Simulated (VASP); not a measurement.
# TiCo (Pm-3m) in VASP: notebook

The runs below take TiCo through relaxation of cell and atoms, with PBEsol.

All numbers are computed with VASP 6.6.1; they aren't measurements. Logs are shortened: lines on timing, memory, paths and dates and some standing lists are left out, and cuts for length are marked.

## 1. The cell of the first run

Symmetry: Pm-3m, No. 221, cubic system. Conventional cell: a = 2.986 Å, b = 2.986 Å, c = 2.986 Å, α = 90.00°, β = 90.00°, γ = 90.00°. Within 3.4 Å of Co (site symmetry m-3m) lie 8 Ti at 2.59 Å and 6 Co at 2.99 Å. Within 3.4 Å of Ti (site symmetry m-3m) lie 8 Co at 2.59 Å and 6 Ti at 2.99 Å.

## 2. Relaxation of cell and atoms, PBEsol, collinear spin, ferromagnetic start

INCAR

```
SYSTEM = TiCo
  PREC = Accurate
  ENCUT = 600
  EDIFF = 1E-6
  ISMEAR = -1
  SIGMA = 0.05
  LREAL = .FALSE.
  LASPH = .TRUE.
  NELM = 150
  ALGO = Normal
  ISIF = 3
  LWAVE = .FALSE.
  LCHARG = .FALSE.
  ISPIN = 2
  MAGMOM = 2 1
  LORBIT = 11
  LMAXMIX = 4
  GGA = PS
  IBRION = 2
  NSW = 80
  EDIFFG = -0.005
```

KPOINTS

```
regular mesh
0
G
  9 9 9
  0 0 0
```

POSCAR

```
TiCo
1.0
    2.9861109900      0.0000000000      0.0000000000
    0.0000000000      2.9861109900      0.0000000000
    0.0000000000      0.0000000000      2.9861109900
Co Ti
1 1
Direct
    0.5000000000      0.5000000000      0.5000000000
    0.0000000000      0.0000000000      0.0000000000
```

Potentials or basis: VASP PAW PBE potentials, release 64 (Co, Ti_sv).

Launch:

```
> cat potpaw_PBE.64/Co/POTCAR potpaw_PBE.64/Ti_sv/POTCAR > POTCAR
> mpirun -np 1 vasp_std > vasp.out
```

OUTCAR:

```text
SYSTEM = TiCo
   PREC = Accurate
   ENCUT = 600
   EDIFF = 1E-6
   ISMEAR = -1
   LREAL = .FALSE.
   LASPH = .TRUE.
   NELM = 150
   ISIF = 3
   ISPIN = 2
   LORBIT = 11
   GGA = PS
   IBRION = 2
   NSW = 80
   EDIFFG = -0.005

 ion  position               nearest neighbor table
   1  0.500  0.500  0.500-   2 2.59   2 2.59   2 2.59   2 2.59   2 2.59   2 2.59   2 2.59   2 2.59

   2  0.000  0.000  0.000-   1 2.59   1 2.59   1 2.59   1 2.59   1 2.59   1 2.59   1 2.59   1 2.59

  LATTYP: Found a simple cubic cell.
 ALAT       =     2.9861109900

  Lattice vectors:

 A1 = (   2.9861109900,   0.0000000000,   0.0000000000)
 A2 = (   0.0000000000,   2.9861109900,   0.0000000000)
 A3 = (   0.0000000000,   0.0000000000,   2.9861109900)

Analysis of symmetry for initial positions (statically):
=====================================================================
 Subroutine PRICEL returns:
 Original cell was already a primitive cell.

 Routine SETGRP: Setting up the symmetry group for a
 simple cubic supercell.

 Subroutine GETGRP returns: Found 48 space group operations
 (whereof 48 operations were pure point group operations)
 out of a pool of 48 trial point group operations.

The static configuration has the point symmetry O_h .

Analysis of symmetry for dynamics (positions and initial velocities):
=====================================================================
 Subroutine PRICEL returns:
 Original cell was already a primitive cell.

 Routine SETGRP: Setting up the symmetry group for a
 simple cubic supercell.

 Subroutine GETGRP returns: Found 48 space group operations
 (whereof 48 operations were pure point group operations)
 out of a pool of 48 trial point group operations.

The dynamic configuration has the point symmetry O_h .

Analysis of structural, dynamic, and magnetic symmetry:
=====================================================================
 Subroutine PRICEL returns:
 Original cell was already a primitive cell.

 Routine SETGRP: Setting up the symmetry group for a
 simple cubic supercell.

 Subroutine GETGRP returns: Found 48 space group operations
 (whereof 48 operations were pure point group operations)
 out of a pool of 48 trial point group operations.

The overall configuration has the point symmetry O_h .

 Subroutine INISYM returns: Found 48 space group operations
 (whereof 48 operations are pure point group operations),
 and found     1 'primitive' translations

----------------------------------------------------------------------------------------

                                     Primitive cell

  volume of cell :      26.6267

  direct lattice vectors                    reciprocal lattice vectors
     2.986110990  0.000000000  0.000000000     0.334883735  0.000000000  0.000000000
     0.000000000  2.986110990  0.000000000     0.000000000  0.334883735  0.000000000
     0.000000000  0.000000000  2.986110990     0.000000000  0.000000000  0.334883735

  length of vectors
     2.986110990  2.986110990  2.986110990     0.334883735  0.334883735  0.334883735

  position of ions in fractional coordinates (direct lattice)
     0.500000000  0.500000000  0.500000000
     0.000000000  0.000000000  0.000000000

  ion indices of the primitive-cell ions
   primitive index   ion index
                 1           1
                 2           2

----------------------------------------------------------------------------------------

 KPOINTS: regular mesh

Automatic generation of k-mesh.
 Grid dimensions read from file:
 generate k-points for:    9    9    9

 Generating k-lattice:

  Cartesian coordinates                     Fractional coordinates (reciprocal lattice)
     0.037209304  0.000000000  0.000000000     0.111111111  0.000000000  0.000000000
     0.000000000  0.037209304  0.000000000     0.000000000  0.111111111  0.000000000
     0.000000000  0.000000000  0.037209304     0.000000000  0.000000000  0.111111111

  Length of vectors
     0.037209304  0.037209304  0.037209304

  Shift w.r.t. Gamma in fractional coordinates (k-lattice)
     0.000000000  0.000000000  0.000000000

 Subroutine IBZKPT returns following result:
 ===========================================

 Found     35 irreducible k-points:

 Following reciprocal coordinates:
            Coordinates               Weight
  0.000000  0.000000  0.000000      1.000000
  0.111111  0.000000  0.000000      6.000000
  0.222222  0.000000  0.000000      6.000000
  0.333333  0.000000  0.000000      6.000000
  0.444444  0.000000  0.000000      6.000000
  0.111111  0.111111  0.000000     12.000000
[... 16 lines left out ...]
  0.333333  0.333333  0.111111     24.000000
  0.444444  0.333333  0.111111     48.000000
 [... further k-points ...]
   k-points           NKPTS =     35   k-points in BZ     NKDIM =     35   number of bands    NBANDS=     16
   number of dos      NEDOS =    301   number of ions     NIONS =      2
   total plane-waves  NPLWV =  13824
   dimension x,y,z NGX =    24 NGY =   24 NGZ =   24
   dimension x,y,z NGXF=    48 NGYF=   48 NGZF=   48
   ions per type =               1   1
   NGX,Y,Z   is equivalent  to a cutoff of  13.36, 13.36, 13.36 a.u.
   NGXF,Y,Z  is equivalent  to a cutoff of  26.72, 26.72, 26.72 a.u.
 SYSTEM =  TiCo
   PREC   = accura    normal or accurate (medium, high low for compatibility)
   ISTART =      0    job   : 0-new  1-cont  2-samecut
   ICHARG =      2    charge: 1-file 2-atom 10-const
   ISPIN  =      2    spin polarized calculation?
   LNONCOLLINEAR =      F non collinear calculations
   LSORBIT =      F    spin-orbit coupling
   LASPH  =      T    aspherical Exc in radial PAW
   ENCUT  =  600.0 eV  44.10 Ry    6.64 a.u.   5.96  5.96  5.96*2*pi/ulx,y,z
   NELM   =    150;   NELMIN=  2; NELMDL= -5     # of ELM steps
   EDIFF  = 0.1E-05   stopping-criterion for ELM
   LREAL  =      F    real-space projection
   EDIFFG = -.5E-02   stopping-criterion for IOM
   NSW    =     80    number of steps for IOM
   IBRION =      2    ionic relax: 0-MD 1-quasi-New 2-CG
   NFREE  =      1    steps in history (QN), initial steepest desc. (CG)
   ISIF   =      3    stress and relaxation
   ISYM   =      2    0-nonsym 1-usesym 2-fastsym
   POTIM  = 0.5000    time-step for ionic-motion
   TEBEG  =    0.0;   TEEND  =   0.0 temperature during run
   PSTRESS=    0.0 pullay stress
   NELECT =      21.0000    total number of electrons
   NUPDOWN=      -1.0000    fix difference up-down
   EMIN   =  10.00;   EMAX   =-10.00  energy-range for DOS
   EFERMI =   0.00;   METHOD = LEGACY
   ISMEAR =    -1;   SIGMA  =   0.05  broadening in eV -4-tet -1-fermi 0-gaus
   EFERMI_NEDOS =   21; number of points for ismear=-14 and -15
   IALGO  =     38    algorithm
   IMIX   =      4    mixing-type and parameters
     AMIX     =   0.40;   BMIX     =  1.00
     AMIX_MAG =   1.60;   BMIX_MAG =  1.00
  volume/ion in A,a.u.               =      13.31        89.84
  Fermi-wavevector in a.u.,A,eV,Ry     =   1.512546  2.858298 31.127355  2.287796
  Thomas-Fermi vector in A             =   2.622456
   LORBIT       =     11    0 simple, 1 ext, 2 COOP (PROOUT), +10 PAW based schemes
   GGA     = PS    functional components
   LHFCALC =     F    Hartree Fock is set to
   AEXX    =    0.0000 exact exchange contribution
   IVDW    =     0    specifies the selected vdW correction
   LEPSILON=     F    determine dielectric tensor
   LRPA    =     F    only Hartree local field effects (RPA)
 conjugate gradient relaxation of ions
 spin polarized calculation
  energy-cutoff  :      600.00
  volume of cell :       26.63
 maximum number of plane-waves:       905
 NGX is ok and might be reduce to    24
   NGX = 11   NGY = 11   NGZ = 11

--------------------------------------- Ionic step        1  -------------------------------------------

 number of electron      20.9999983 magnetization       0.6702732

 Free energy of the ion-electron system (eV)
  ---------------------------------------------------
  ext. energy  EPLUGINS =         0.00000000
  ---------------------------------------------------
  free energy    TOTEN  =       -16.87894256 eV

  energy without entropy =      -16.86030073  energy(sigma->0) =      -16.86962165

 E-fermi :   9.7929     XC(G=0): -12.7324

 val. band max:        9.7649211060   @ k =   0.4444   0.3333   0.2222
 cond. band min:       9.8159127652   @ k =   0.4444   0.4444   0.2222
 fundamental gap:      0.0509916592
 Fermi energy:         9.7928720464

 spin component 1

 k-point     1 :       0.0000    0.0000    0.0000
  band No.  band energies     occupation
      1     -47.1518      1.00000
      2     -23.3437      1.00000
      3     -23.3437      1.00000
      4     -23.3437      1.00000
      5       2.0693      1.00000
      6       5.7069      1.00000
[... 8 lines left out ...]
     15      12.4661      0.00000
     16      18.6659      0.00000
[... 998 lines left out ...]
  FREE ENERGIE OF THE ION-ELECTRON SYSTEM (eV)
  ---------------------------------------------------
  free  energy   TOTEN  =       -16.9173191344 eV

  energy  without entropy=      -16.9003572876  energy(sigma->0) =      -16.90883821

[... ionic steps 4 to 7 ...]

--------------------------------------- Ionic step        8  -------------------------------------------

 number of electron      21.0000007 magnetization       0.5708181

------------------------ aborting loop because EDIFF is reached ----------------------------------------

  FORCE on cell =-STRESS in cart. coord.  units (eV):
  Direction    XX          YY          ZZ          XY          YZ          ZX
  --------------------------------------------------------------------------------------
  -------------------------------------------------------------------------------------
  Total        0.0272741      0.0272741      0.0272741     -0.0000000      0.0000000      0.0000000
  in kB        1.7268755      1.7268755      1.7268755     -0.0000000      0.0000000      0.0000000
  external PRESSURE =       1.7268755 kB  Pullay stress =       0.0000000 kB
[... 57 lines left out ...]
  energy  without entropy=      -16.9003119289  energy(sigma->0) =      -16.90880679

--------------------------------------- Ionic step       10  -------------------------------------------

 number of electron      21.0000007 magnetization       0.5707050

 Free energy of the ion-electron system (eV)
  ---------------------------------------------------
  ext. energy  EPLUGINS =         0.00000000
  ---------------------------------------------------
  free energy    TOTEN  =       -16.91730176 eV

  energy without entropy =      -16.90031203  energy(sigma->0) =      -16.90880690

 E-fermi :  10.4655     XC(G=0): -13.0093

 val. band max:       10.4618871278   @ k =   0.4444   0.3333   0.3333
 cond. band min:      10.4758349124   @ k =   0.4444   0.4444   0.1111
 fundamental gap:      0.0139477845
 Fermi energy:        10.4654994474

 spin component 1

 k-point     1 :       0.0000    0.0000    0.0000
  band No.  band energies     occupation
      1     -46.4102      1.00000
      2     -22.5858      1.00000
      3     -22.5858      1.00000
      4     -22.5858      1.00000
      5       2.5306      1.00000
      6       6.1601      1.00000
[... 8 lines left out ...]
     15      13.3207      0.00000
     16      19.7212      0.00000
[... 926 lines left out ...]
  FREE ENERGIE OF THE ION-ELECTRON SYSTEM (eV)
  ---------------------------------------------------
  free  energy   TOTEN  =       -16.9173017619 eV

  energy  without entropy=      -16.9003120317  energy(sigma->0) =      -16.90880690

 reached required accuracy - stopping structural energy minimisation

 total charge

# of ion       s       p       d       tot
------------------------------------------
    1        0.544   0.482   7.357   8.383
    2        2.260   6.198   1.904  10.362
--------------------------------------------------
tot          2.804   6.680   9.261  18.745

 magnetization (x)

# of ion       s       p       d       tot
------------------------------------------
    1        0.023  -0.004   0.597   0.616
    2       -0.002  -0.008  -0.010  -0.020
--------------------------------------------------
tot          0.021  -0.012   0.587   0.595
```

Run time: 77 s. Hardware: 1 thread of Intel Xeon Platinum 8488C (Sapphire Rapids), shared host; peak memory 0.17 GiB.

Results:

* Free energy: -16.9173 eV
* Relaxed volume: 12.65 Å³/atom
* Relaxed cell: a = 2.936 Å, b = 2.936 Å, c = 2.936 Å, α = 90.00°, β = 90.00°, γ = 90.00°
* Space group after relaxing (to 0.1 Å): Pm-3m (No. 221)
* Energy gained by relaxing: 19.2 meV/atom
* Ionic steps: 10
* Pressure after relaxing: 0.0 GPa
* Net moment: 0.57 μB per cell
* Site moments: Co +0.62; Ti -0.02 μB
* Valence electrons inside the program's atomic spheres: Co 8.38; Ti 10.36

Step by step:
```tsv
step	energy change (eV)	largest force (eV/Å)	pressure (GPa)	volume (Å³)
1	0.0000	0.0000	-8.66	26.63
2	0.0065	0.0000	11.45	23.95
3	-0.0384	0.0000	0.09	25.29
4	-0.0383	0.0000	-0.26	25.31
5	-0.0384	0.0000	-0.30	25.31
6	-0.0384	0.0000	-0.38	25.30
7	-0.0384	0.0000	-0.29	25.30
8	-0.0384	0.0000	0.17	25.30
9	-0.0384	0.0000	-0.09	25.30
10	-0.0384	0.0000	-0.04	25.30
```

Final structure:
```
CELL_PARAMETERS angstrom
2.93585 0.00000 0.00000
0.00000 2.93585 0.00000
0.00000 0.00000 2.93585
ATOMIC_POSITIONS crystal
Co 0.50000 0.50000 0.50000
Ti 0.00000 0.00000 0.00000
```

Caveat: the PAW data sets were made with another functional, which shifts forces and pressure a little.

## 3. Relaxation of cell and atoms, PBEsol, collinear spin, ferromagnetic start, target pressure 5 GPa, at which the enthalpy is minimised

INCAR

```
PREC = Accurate
ENCUT = 600
EDIFF = 1E-6
ISMEAR = -1
SIGMA = 0.05
LREAL = False
LASPH = True
NELM = 150
ALGO = Normal
ISIF = 3
LWAVE = False
LCHARG = False
ISPIN = 2
MAGMOM = 2 1
LORBIT = 11
LMAXMIX = 4
GGA = PS
IBRION = 2
NSW = 80
EDIFFG = -0.005
PSTRESS = 50.0
```

KPOINTS

```
regular mesh
0
Gamma
  9 9 9
```

POSCAR is that of step 2.

Potentials or basis: VASP PAW PBE potentials, release 64 (Co, Ti_sv).

Launch:

```
> cat potpaw_PBE.64/Co/POTCAR potpaw_PBE.64/Ti_sv/POTCAR > POTCAR
> mpirun -np 1 vasp_std > vasp.out
```

It took 58 s on 1 thread of Intel Xeon Platinum 8488C (Sapphire Rapids), shared host; peak memory 0.17 GiB.

Results (log left out):

```yaml
Free_energy: -16.9076 eV
Relaxed_volume: 12.32 Å³/atom
Relaxed_cell: a = 2.910 Å, b = 2.910 Å, c = 2.910 Å, α = 90.00°, β = 90.00°, γ = 90.00°
Space_group_after_relaxing_to_0.1_Å: Pm-3m (No. 221)
Energy_change_on_relaxing_the_run_minimises_the_enthalpy: -14.4 meV/atom
Ionic_steps: 4
Pressure_after_relaxing: 5.0 GPa
Net_moment: 0.53 μB per cell
Site_moments: Co +0.56; Ti -0.01 μB
Valence_electrons_inside_the_program's_atomic_spheres: Co 8.43; Ti 10.41
```

Step by step:
| step | energy change (eV) | largest force (eV/Å) | pressure (GPa) | volume (Å³) |
| --- | --- | --- | --- | --- |
| 1 | 0.0000 | 0.0000 | -8.66 | 26.63 |
| 2 | 0.1831 | 0.0000 | 28.33 | 22.49 |
| 3 | -0.0299 | 0.0000 | 4.76 | 24.68 |
| 4 | -0.0287 | 0.0000 | 4.99 | 24.64 |

Final structure:
```cif
data_structure
_symmetry_space_group_name_H-M 'P 1'
_symmetry_Int_Tables_number 1
_cell_length_a 2.9101
_cell_length_b 2.9101
_cell_length_c 2.9101
_cell_angle_alpha 90.000
_cell_angle_beta 90.000
_cell_angle_gamma 90.000
_cell_volume 24.64
loop_
_atom_site_label
_atom_site_type_symbol
_atom_site_fract_x
_atom_site_fract_y
_atom_site_fract_z
_atom_site_occupancy
Co1 Co 0.50000 0.50000 0.50000 1
Ti1 Ti 0.00000 0.00000 0.00000 1
```

Levels at points of the mesh, in eV from the Fermi level:
Spin up:
| k point | band 6 | band 7 | band 8 | band 9 | band 10 | band 11 | band 12 | band 13 | band 14 | band 15 |
| --- | --- | --- | --- | --- | --- | --- | --- | --- | --- | --- |
| (0.00, 0.00, 0.00) | -4.43 | -4.43 | -1.85 | -1.85 | -1.85 | 0.63 | 0.63 | 2.96 | 2.96 | 2.96 |
Spin down:
| k point | band 7 | band 8 | band 9 | band 10 | band 11 | band 12 | band 13 | band 14 |
| --- | --- | --- | --- | --- | --- | --- | --- | --- |
| (0.00, 0.00, 0.00) | -4.07 | -1.50 | -1.50 | -1.50 | 0.96 | 0.96 | 3.02 | 3.02 |

Caveat: the cell is relaxed towards a set pressure, so the run minimises the enthalpy, not the energy; the PAW data sets were made with another functional, which shifts forces and pressure a little.
